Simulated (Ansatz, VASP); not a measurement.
## HfTi2Si2 in VASP and in Ansatz

```
Hf Ti Si
1.0
     3.57383    0.00000    0.00000
     0.00000    3.57383    0.00000
     0.00000    0.00000    6.70518
Hf Ti Si
1 2 2
Cartesian
  0.0000 0.0000 0.0000
  0.0000 0.0000 2.0541
  0.0000 0.0000 4.6511
  1.7869 1.7869 0.0000
  1.7869 1.7869 3.3526
```

Alike in both runs: task single point; functional PBE; k mesh 6 × 6 × 4; occupations gaussian, width 0.1 eV; no spin polarisation.

```csv
,VASP,Ansatz
version,VASP 6.6.1,Ansatz 0.2.0
potentials or method,"VASP PAW PBE potentials, release 64 (Hf_pv, Ti_sv, Si), cutoff 520 eV","scalar-relativistic, plane waves, PAW"
valence electrons in the cell,42,58
```

```tsv
	VASP	Ansatz	Ansatz less VASP
gap on the k mesh at the Fermi level (eV)	none	none	-
pressure (GPa)	15.7	15.0	-0.67
traceless stress, the component that is largest in VASP (GPa)	31.00	30.39	-0.609
rms of the force components (eV/Å)	2.388	2.282	-0.1063
```

Atom by atom the forces differ by 0.106 eV/Å (rms over components). A gap of «none» marks a metal or a gap that the smearing closes. VASP's potentials hold 42 valence electrons a cell and Ansatz's 58, so a difference there can come from the potentials and not from the codes.

Spin-orbit coupling is off throughout.
